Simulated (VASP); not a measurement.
Set up this calculation in VASP 6.6.1, as the native input.

- Task: single point
- Functional: PBE
- Potentials or basis: VASP PAW PBE potentials, release 64 (Si, N)
- Cutoff: 520 eV
- k mesh: 6 × 6 × 6
- Occupations: gaussian, width 0.1 eV
- Spin: collinear spin, ferromagnetic start
- Starting moments: [0.0, 0.0, 0.0, 0.0, 1.0] μB
- Dipole correction: no
- Further INCAR settings: ALGO = Normal; EDIFF = 1e-06; NBANDS = 22

The structure of Si4N lies in POSCAR:

```
Si4N
1.0
    1.3839876000      0.7990456100     11.2318514100
   -1.3839876000      0.7990456100     11.2318514100
    0.0000000000     -1.5980912200     11.2318514100
Si N
4 1
Direct
    0.3989329900      0.3989329900      0.3989329900
    0.8001909900      0.8001909900      0.8001909900
    0.1998090100      0.1998090100      0.1998090100
    0.6010670100      0.6010670100      0.6010670100
    0.0000000000      0.0000000000      0.0000000000
```

The cell was built from a structure type or drawn by symmetry, and may not be a known phase.

The input as run:

INCAR

```
SYSTEM = Si4N
PREC = Accurate ; ENCUT = 520
EDIFF = 1E-6 ; ISMEAR = 0
SIGMA = 0.1 ; LREAL = .FALSE.
LASPH = .TRUE. ; NELM = 150
ALGO = Normal ; ISIF = 2
LWAVE = .FALSE. ; LCHARG = .FALSE.
ISPIN = 2 ; MAGMOM = 0 0 0 0 1
LORBIT = 11 ; GGA = PE
NBANDS = 22
```

KPOINTS

```
regular mesh
0
G
  6 6 6
  0 0 0
```

Potentials or basis: VASP PAW PBE potentials, release 64 (Si, N).

Run with:

```sh
$ cat potpaw_PBE.64/Si/POTCAR potpaw_PBE.64/N/POTCAR > POTCAR
$ mpirun -np 1 vasp_std > vasp.out
```

It gave:

* Pressure: -10.5 GPa
* Largest force: 1.929 eV/Å
* Net moment: 0.50 μB per cell
* Site moments: Si -0.01, +0.00 (each value once); N +0.41 μB
* Valence electrons inside the program's atomic spheres: Si 1.47, 1.53 (each value once); N 3.31

Caveat: the k points lie up to 0.44 Å⁻¹ apart; forces of over 1 eV/Å act on the atoms, so gaps and moduli don't describe the material at rest.

Run time: 21 min on 1 thread of Intel(R) Xeon(R) 6975P-C (Granite Rapids), with other jobs on the host, peak memory 1.4 GiB.
